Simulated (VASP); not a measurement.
The system is SnSe.

```
Sn Se
1.0
     0.00000    3.01000    3.01000
     3.01000    0.00000    3.01000
     3.01000    3.01000    0.00000
Sn Se
1 1
Direct
  0.00000 0.00000 0.00000
  0.50000 0.50000 0.50000
```

```yaml
Program: VASP 6.6.1
Task: relaxation of cell and atoms
Functional: LDA
Potentials_or_basis: VASP PAW LDA potentials, release 64 (Sn_d, Se)
Cutoff: 500 eV
k_mesh: 5 × 5 × 5
Occupations: gaussian, width 0.02 eV
Spin: no spin polarisation
```

At the start: pressure -3.5 GPa; volume 27.27 Å³/atom.

Where does the relaxation end?

Over 3 steps the energy falls by 19.5 meV/atom and the volume is 25.56 Å³/atom (-6.3 %); space group Fm-3m (No. 225, to 0.1 Å) before and after.

The path:
| step | energy change (eV) | largest force (eV/Å) | pressure (GPa) | volume (Å³) |
| --- | --- | --- | --- | --- |
| 1 | 0.0000 | 0.0000 | -3.45 | 54.54 |
| 2 | -0.0344 | 0.0000 | 1.37 | 50.03 |
| 3 | -0.0390 | 0.0000 | 0.00 | 51.12 |

Final structure:
```
Sn Se
1.0
     0.00000    2.94560    2.94560
     2.94560    0.00000    2.94560
     2.94560    2.94560    0.00000
Sn Se
1 1
Cartesian
  0.0000 0.0000 0.0000
  2.9456 2.9456 2.9456
```
